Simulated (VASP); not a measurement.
# Sb (Pm-3m) in VASP: a series of runs

Sb is run at these levels: LDA; tasks: single point.

Program: VASP 6.6.1. These are calculated values, not measurements. Logs are shortened: lines on timing, memory, paths and dates and some standing lists are left out, and cuts for length are marked.

## (1) The cell of the first run

It takes space group Pm-3m (No. 221, cubic). Conventional cell: a = 3.083 Å, b = 3.083 Å, c = 3.083 Å, α = 90.00°, β = 90.00°, γ = 90.00°. Within 4.1 Å of Sb (site symmetry m-3m) lie 6 Sb at 3.08 Å.

This isn't the form of Sb at room conditions, which is rhombohedral.

## (2) Single point, LDA

INCAR reads:

```
SYSTEM = Sb
PREC = Accurate ; ENCUT = 500
EDIFF = 1E-6 ; ISMEAR = 0
SIGMA = 0.1 ; LREAL = .FALSE.
LASPH = .TRUE. ; NELM = 120
ALGO = Normal ; ISIF = 2
LWAVE = .FALSE. ; LCHARG = .TRUE.
GGA = CA ; LELF = .TRUE.
LVHAR = .TRUE. ; NBANDS = 8
GGA_COMPAT = .FALSE.
```

KPOINTS reads:

```
Automatic mesh
0
G
  6 6 6
  0 0 0
```

POSCAR reads:

```
Sb
1.0
    3.0833436100      0.0000000000      0.0000000000
    0.0000000000      3.0833436100      0.0000000000
    0.0000000000      0.0000000000      3.0833436100
Sb
1
Direct
    0.0000000000      0.0000000000      0.0000000000
```

Potentials or basis: VASP PAW LDA potentials, release 64 (Sb).

Run with:

```sh
cat potpaw_LDA.64/Sb/POTCAR > POTCAR
mpirun -np 1 vasp_std > vasp.out
```

OUTCAR:

```text
SYSTEM = Sb
   PREC = Accurate
   ENCUT = 500
   EDIFF = 1E-6
   ISMEAR = 0
   LREAL = .FALSE.
   LASPH = .TRUE.
   NELM = 120
   ISIF = 2
   GGA = CA

 ion  position               nearest neighbor table
   1  0.000  0.000  0.000-

  LATTYP: Found a simple cubic cell.
 ALAT       =     3.0833436100

  Lattice vectors:

 A1 = (   3.0833436100,   0.0000000000,   0.0000000000)
 A2 = (   0.0000000000,   3.0833436100,   0.0000000000)
 A3 = (   0.0000000000,   0.0000000000,   3.0833436100)

Analysis of symmetry for initial positions (statically):
=====================================================================
 Subroutine PRICEL returns:
 Original cell was already a primitive cell.

 Routine SETGRP: Setting up the symmetry group for a
 simple cubic supercell.

 Subroutine GETGRP returns: Found 48 space group operations
 (whereof 48 operations were pure point group operations)
 out of a pool of 48 trial point group operations.

The static configuration has the point symmetry O_h .

Analysis of symmetry for dynamics (positions and initial velocities):
=====================================================================
 Subroutine PRICEL returns:
 Original cell was already a primitive cell.

 Routine SETGRP: Setting up the symmetry group for a
 simple cubic supercell.

 Subroutine GETGRP returns: Found 48 space group operations
 (whereof 48 operations were pure point group operations)
 out of a pool of 48 trial point group operations.

The dynamic configuration has the point symmetry O_h .

 Subroutine INISYM returns: Found 48 space group operations
 (whereof 48 operations are pure point group operations),
 and found     1 'primitive' translations

----------------------------------------------------------------------------------------

                                     Primitive cell

  volume of cell :      29.3134

  direct lattice vectors                    reciprocal lattice vectors
     3.083343610  0.000000000  0.000000000     0.324323243  0.000000000  0.000000000
     0.000000000  3.083343610  0.000000000     0.000000000  0.324323243  0.000000000
     0.000000000  0.000000000  3.083343610     0.000000000  0.000000000  0.324323243

  length of vectors
     3.083343610  3.083343610  3.083343610     0.324323243  0.324323243  0.324323243

  position of ions in fractional coordinates (direct lattice)
     0.000000000  0.000000000  0.000000000

  ion indices of the primitive-cell ions
   primitive index   ion index
                 1           1

----------------------------------------------------------------------------------------

 KPOINTS: Automatic mesh

Automatic generation of k-mesh.
 Grid dimensions read from file:
 generate k-points for:    6    6    6

 Generating k-lattice:

  Cartesian coordinates                     Fractional coordinates (reciprocal lattice)
     0.054053874  0.000000000  0.000000000     0.166666667  0.000000000  0.000000000
     0.000000000  0.054053874  0.000000000     0.000000000  0.166666667  0.000000000
     0.000000000  0.000000000  0.054053874     0.000000000  0.000000000  0.166666667

  Length of vectors
     0.054053874  0.054053874  0.054053874

  Shift w.r.t. Gamma in fractional coordinates (k-lattice)
     0.000000000  0.000000000  0.000000000

 Subroutine IBZKPT returns following result:
 ===========================================

 Found     20 irreducible k-points:

 Following reciprocal coordinates:
            Coordinates               Weight
  0.000000  0.000000  0.000000      1.000000
  0.166667  0.000000  0.000000      6.000000
  0.333333  0.000000  0.000000      6.000000
  0.500000  0.000000  0.000000      3.000000
  0.166667  0.166667  0.000000     12.000000
  0.333333  0.166667  0.000000     24.000000
[... 12 lines left out ...]
  0.500000  0.500000  0.333333      6.000000
  0.500000  0.500000  0.500000      1.000000
   k-points           NKPTS =     20   k-points in BZ     NKDIM =     20   number of bands    NBANDS=      8
   number of dos      NEDOS =    301   number of ions     NIONS =      1
   total plane-waves  NPLWV =  13824
   dimension x,y,z NGX =    24 NGY =   24 NGZ =   24
   dimension x,y,z NGXF=    48 NGYF=   48 NGZF=   48
   ions per type =               1
   NGX,Y,Z   is equivalent  to a cutoff of  12.94, 12.94, 12.94 a.u.
   NGXF,Y,Z  is equivalent  to a cutoff of  25.88, 25.88, 25.88 a.u.
 SYSTEM =  Sb
   PREC   = accura    normal or accurate (medium, high low for compatibility)
   ISTART =      0    job   : 0-new  1-cont  2-samecut
   ICHARG =      2    charge: 1-file 2-atom 10-const
   ISPIN  =      1    spin polarized calculation?
   LNONCOLLINEAR =      F non collinear calculations
   LSORBIT =      F    spin-orbit coupling
   LASPH  =      T    aspherical Exc in radial PAW
   ENCUT  =  500.0 eV  36.75 Ry    6.06 a.u.   5.62  5.62  5.62*2*pi/ulx,y,z
   NELM   =    120;   NELMIN=  2; NELMDL= -5     # of ELM steps
   EDIFF  = 0.1E-05   stopping-criterion for ELM
   LREAL  =      F    real-space projection
   EDIFFG = 0.1E-04   stopping-criterion for IOM
   NSW    =      0    number of steps for IOM
   IBRION =     -1    ionic relax: 0-MD 1-quasi-New 2-CG
   NFREE  =      0    steps in history (QN), initial steepest desc. (CG)
   ISIF   =      2    stress and relaxation
   ISYM   =      2    0-nonsym 1-usesym 2-fastsym
   POTIM  = 0.5000    time-step for ionic-motion
   TEBEG  =    0.0;   TEEND  =   0.0 temperature during run
   PSTRESS=    0.0 pullay stress
   NELECT =       5.0000    total number of electrons
   NUPDOWN=      -1.0000    fix difference up-down
   EMIN   =  10.00;   EMAX   =-10.00  energy-range for DOS
   EFERMI =   0.00;   METHOD = LEGACY
   ISMEAR =     0;   SIGMA  =   0.10  broadening in eV -4-tet -1-fermi 0-gaus
   EFERMI_NEDOS =   21; number of points for ismear=-14 and -15
   IALGO  =     38    algorithm
   IMIX   =      4    mixing-type and parameters
     AMIX     =   0.40;   BMIX     =  1.00
     AMIX_MAG =   1.60;   BMIX_MAG =  1.00
  volume/ion in A,a.u.               =      29.31       197.82
  Fermi-wavevector in a.u.,A,eV,Ry     =   0.907910  1.715702 11.215296  0.824301
  Thomas-Fermi vector in A             =   2.031774
   LORBIT       =      0    0 simple, 1 ext, 2 COOP (PROOUT), +10 PAW based schemes
   GGA     = CA    functional components
   LHFCALC =     F    Hartree Fock is set to
   AEXX    =    0.0000 exact exchange contribution
   IVDW    =     0    specifies the selected vdW correction
   LEPSILON=     F    determine dielectric tensor
   LRPA    =     F    only Hartree local field effects (RPA)
 non-spin polarized calculation
 Gauss-broadening in eV      SIGMA  =   0.10
  energy-cutoff  :      500.00
  volume of cell :       29.31
 maximum number of plane-waves:       768
 NGX is ok and might be reduce to    24
   NGX = 11   NGY = 11   NGZ = 11

 number of electron       4.9999999 magnetization

 Free energy of the ion-electron system (eV)
  ---------------------------------------------------
  ext. energy  EPLUGINS =         0.00000000
  ---------------------------------------------------
  free energy    TOTEN  =        -4.80831142 eV

  energy without entropy =       -4.80218108  energy(sigma->0) =       -4.80524625

 E-fermi :   7.4757     XC(G=0):  -9.8704

 val. band max:        7.4605562588   @ k =   0.1667   0.1667   0.0000
 cond. band min:       7.4907929107   @ k =   0.5000   0.3333   0.3333
 fundamental gap:      0.0302366519
 Fermi energy:         7.4756829788

 k-point     1 :       0.0000    0.0000    0.0000
  band No.  band energies     occupation
      1      -5.3099      2.00000
      2      10.4987      0.00000
      3      10.4987      0.00000
      4      10.4987      0.00000
      5      14.1394      0.00000
      6      14.1394      0.00000
      7      15.5217      0.00000
      8      23.8398      0.00000

 k-point     2 :       0.1667    0.0000    0.0000
  band No.  band energies     occupation
      1      -4.9049      2.00000
      2       7.2253      1.99960
      3      10.8915      0.00000
      4      10.8915      0.00000
      5      14.4494      0.00000
      6      15.2856      0.00000
      7      18.4256      0.00000
      8      22.0924      0.00000

 k-point     3 :       0.3333    0.0000    0.0000
  band No.  band energies     occupation
      1      -3.7884      2.00000
      2       3.4338      2.00000
      3      11.8696      0.00000
      4      11.8696      0.00000
      5      15.3255      0.00000
      6      16.3951      0.00000
      7      19.6720      0.00000
      8      19.6720      0.00000

 k-point     4 :       0.5000    0.0000    0.0000
  band No.  band energies     occupation
      1      -2.8394      2.00000
      2       1.5458      2.00000
      3      12.5400      0.00000
      4      12.5400      0.00000
      5      16.1401      0.00000
      6      17.8336      0.00000
      7      18.4785      0.00000
      8      18.4785      0.00000

 k-point     5 :       0.1667    0.1667    0.0000
  band No.  band energies     occupation
      1      -4.4995      2.00000
      2       7.4606      1.16939
      3       7.7835      0.00001
      4      11.2858      0.00000
      5      15.1526      0.00000
      6      18.1676      0.00000
      7      18.3626      0.00000
      8      19.9909      0.00000
[... 133 lines left out ...]
 k-point    18 :       0.5000    0.3333    0.3333
  band No.  band energies     occupation
      1       0.3258      2.00000
      2       4.2564      2.00000
      3       6.6214      2.00000
      4       7.4908      0.83079
      5      11.9218      0.00000
      6      12.7800      0.00000
      7      14.8721      0.00000
      8      17.8733      0.00000

 k-point    19 :       0.5000    0.5000    0.3333
  band No.  band energies     occupation
      1       1.4326      2.00000
      2       4.9395      2.00000
      3       4.9395      2.00000
      4       7.8233      0.00000
      5      10.8490      0.00000
      6      13.4243      0.00000
      7      13.4243      0.00000
      8      16.0902      0.00000

 k-point    20 :       0.5000    0.5000    0.5000
  band No.  band energies     occupation
      1       2.6978      2.00000
      2       5.5828      2.00000
      3       5.5828      2.00000
      4       5.5828      2.00000
      5      12.0457      0.00000
      6      12.0457      0.00000
      7      12.0457      0.00000
      8      14.0902      0.00000

------------------------ aborting loop because EDIFF is reached ----------------------------------------

  FORCE on cell =-STRESS in cart. coord.  units (eV):
  Direction    XX          YY          ZZ          XY          YZ          ZX
  --------------------------------------------------------------------------------------
  -------------------------------------------------------------------------------------
  Total       -0.3246369     -0.3246369     -0.3246369     -0.0000000      0.0000000      0.0000000
  in kB      -17.7436396    -17.7436396    -17.7436396     -0.0000000      0.0000000      0.0000000
  external PRESSURE =     -17.7436396 kB  Pullay stress =       0.0000000 kB

 VOLUME and BASIS-vectors are now :
 -----------------------------------------------------------------------------
  energy-cutoff  :      500.00
  volume of cell :       29.31
      direct lattice vectors                 reciprocal lattice vectors
     3.083343610  0.000000000  0.000000000     0.324323243  0.000000000  0.000000000
     0.000000000  3.083343610  0.000000000     0.000000000  0.324323243  0.000000000
     0.000000000  0.000000000  3.083343610     0.000000000  0.000000000  0.324323243

 POSITION                                       TOTAL-FORCE (eV/Angst)
 -----------------------------------------------------------------------------------
      0.00000      0.00000      0.00000         0.000000      0.000000      0.000000
 -----------------------------------------------------------------------------------
    total drift:                               -0.000000      0.000000      0.000000

  FREE ENERGIE OF THE ION-ELECTRON SYSTEM (eV)
  ---------------------------------------------------
  free  energy   TOTEN  =        -4.8083114243 eV

  energy  without entropy=       -4.8021810836  energy(sigma->0) =       -4.80524625
```

Wall time 1.6 s (1 thread of Intel Xeon 6975P-C (Granite Rapids), shared host); peak memory 0.12 GiB.

What came out:

- Free energy: -4.8083 eV
- Pressure: -1.8 GPa
- Band gap on the k mesh: zero (an odd number of electrons rules out a gap without spin polarisation)

Levels at points of the mesh, in eV from the Fermi level:
| k point | band 1 | band 2 | band 3 | band 4 | band 5 | band 6 | band 7 |
| --- | --- | --- | --- | --- | --- | --- | --- |
| (0.00, 0.00, 0.00) | -12.79 | 3.02 | 3.02 | 3.02 | 6.66 | 6.66 | 8.05 |
| (0.50, 0.00, 0.00) | -10.32 | -5.93 | 5.06 | 5.06 | 8.66 | 10.36 | 11.00 |
| (0.50, 0.50, 0.00) | -7.70 | -3.85 | -3.85 | 1.88 | 7.14 | 12.34 | 12.72 |
| (0.50, 0.50, 0.50) | -4.78 | -1.89 | -1.89 | -1.89 | 4.57 | 4.57 | 4.57 |

Caveat: spin-orbit coupling is left out, which moves the levels of the heavy elements.

## (3) Single point, LDA (25.61 Å³/atom)

This run uses another cell than the first one, of 25.61 Å³/atom.

INCAR reads:

```
  PREC = Accurate
  ENCUT = 500
  EDIFF = 1E-6
  ISMEAR = 0
  SIGMA = 0.1
  LREAL = False
  LASPH = True
  NELM = 120
  ALGO = Normal
  ISIF = 2
  LWAVE = False
  LCHARG = False
  NBANDS = 8
  GGA_COMPAT = False
```

KPOINTS reads:

```
Automatic mesh
0
Gamma
  14 14 14
```

POSCAR reads:

```
Sb
1.0
    2.9474464531      0.0000000000      0.0000000000
    0.0000000000      2.9474464531      0.0000000000
    0.0000000000      0.0000000000      2.9474464531
Sb
1
Direct
    0.0000000000      0.0000000000      0.0000000000
```

Potentials or basis: VASP PAW LDA potentials, release 64 (Sb).

Run with:

```sh
cat potpaw_LDA.64/Sb/POTCAR > POTCAR
mpirun -np 1 vasp_std > vasp.out
```

Wall time 4.3 s (1 thread of Intel Xeon 6975P-C (Granite Rapids), shared host); peak memory 0.14 GiB.

It converged, with:

| Property | Result |
| --- | --- |
| Free energy | -4.7364 eV |
| Pressure | 7.8 GPa |
| Band gap on the k mesh | zero (an odd number of electrons rules out a gap without spin polarisation) |

Levels at points of the mesh, in eV from the Fermi level:
| k point | band 1 | band 2 | band 3 | band 4 | band 5 | band 6 |
| --- | --- | --- | --- | --- | --- | --- |
| (0.00, 0.00, 0.00) | -13.67 | 3.63 | 3.63 | 3.63 | 7.06 | 7.06 |
| (0.50, 0.00, 0.00) | -10.66 | -6.67 | 6.16 | 6.16 | 9.28 | 10.97 |
| (0.50, 0.50, 0.00) | -7.40 | -4.23 | -4.23 | 1.63 | 8.85 | 13.47 |
| (0.50, 0.50, 0.50) | -3.63 | -1.92 | -1.92 | -1.92 | 4.64 | 4.64 |

Caveat: the cell stands under pressure; spin-orbit coupling is left out, which moves the levels of the heavy elements.
